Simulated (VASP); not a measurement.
Write the native input for VASP 6.6.1 that does the following.

```yaml
Task: single point
Functional: PBE
Potentials_or_basis: VASP PAW PBE potentials, release 64 (Cs_sv, H)
Cutoff: 520 eV
k_mesh: 6 × 6 × 6
Occupations: gaussian, width 0.1 eV
Spin: no spin polarisation
Dipole_correction: no
Further_INCAR_settings: ALGO = Normal; EDIFF = 1e-06; NBANDS = 20
```

The structure of CsH2 lies in POSCAR:

```
CsH2
1.0
    6.5253297786      0.0000000000      0.0000000000
    0.0000000000      6.5253297786      0.0000000000
    0.0000000000      0.0000000000      6.5253297786
Cs H
2 4
Direct
    0.0000000000      0.0000000000      0.0000000000
    0.5000000000      0.5000000000      0.5000000000
    0.2500000000      0.2500000000      0.2500000000
    0.2500000000      0.7500000000      0.7500000000
    0.7500000000      0.7500000000      0.2500000000
    0.7500000000      0.2500000000      0.7500000000
```

The cell was built from a structure type or drawn by symmetry, and may not be a known phase.

The input as run:

INCAR

```
SYSTEM = CsH2
  PREC = Accurate
  ENCUT = 520
  EDIFF = 1E-6
  ISMEAR = 0
  SIGMA = 0.1
  LREAL = .FALSE.
  LASPH = .TRUE.
  NELM = 80
  ALGO = Normal
  ISIF = 2
  LWAVE = .FALSE.
  LCHARG = .FALSE.
  GGA = PE
  NBANDS = 20
```

KPOINTS

```
Automatic mesh
0
G
  6 6 6
  0 0 0
```

Potentials or basis: VASP PAW PBE potentials, release 64 (Cs_sv, H).

Command:

```sh
$ cat potpaw_PBE.64/Cs_sv/POTCAR potpaw_PBE.64/H/POTCAR > POTCAR
$ mpirun -np 1 vasp_std > vasp.out
```

It gave:

| Property | Result |
| --- | --- |
| Pressure | 0.0 GPa |
| Band gap on the k mesh | zero (bands 11 and 12 overlap by 0.18 eV) |

Caveat: spin-orbit coupling is left out, which moves the levels of the heavy elements.

Wall time 55 s on 1 thread of AMD EPYC 9R45 96-Core Processor (Zen 5) (shared host), peak memory 0.34 GiB.
